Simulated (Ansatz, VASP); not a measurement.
# Si in VASP and in Ansatz

```
CELL_PARAMETERS angstrom
3.84720 0.00000 0.00000
-1.92360 3.33177 0.00000
0.00000 0.00000 18.44470
ATOMIC_POSITIONS crystal
Si 0.33333 0.66667 0.26958
Si 0.66667 0.33333 0.24397
Si 0.22222 0.77778 0.48495
Si 0.55556 0.44444 0.45934
```

Alike in both runs: task single point; functional PBE; dispersion D3(BJ); k mesh 9 × 9 × 1; occupations gaussian, width 0.1 eV; no spin polarisation.

```csv
,VASP,Ansatz
version,VASP 6.6.1,Ansatz 0.2.0
potentials or method,"VASP PAW PBE potentials, release 64 (Si), cutoff 520 eV","scalar-relativistic, plane waves, PAW"
valence electrons in the cell,16,16
```

Ansatz gave:

| Property | Result |
| --- | --- |
| gap on the k mesh at the Fermi level (eV) | 0.28 |
| least direct gap on the mesh (eV) | 0.33 |
| rms of the force components (eV/Å) | 0.105 |

Q: Estimate VASP's values.

A: gap on the k mesh at the Fermi level (eV): 0.27; least direct gap on the mesh (eV): 0.33; rms of the force components (eV/Å): 0.102.

Atom by atom the forces differ by 0.004 eV/Å (rms over components).
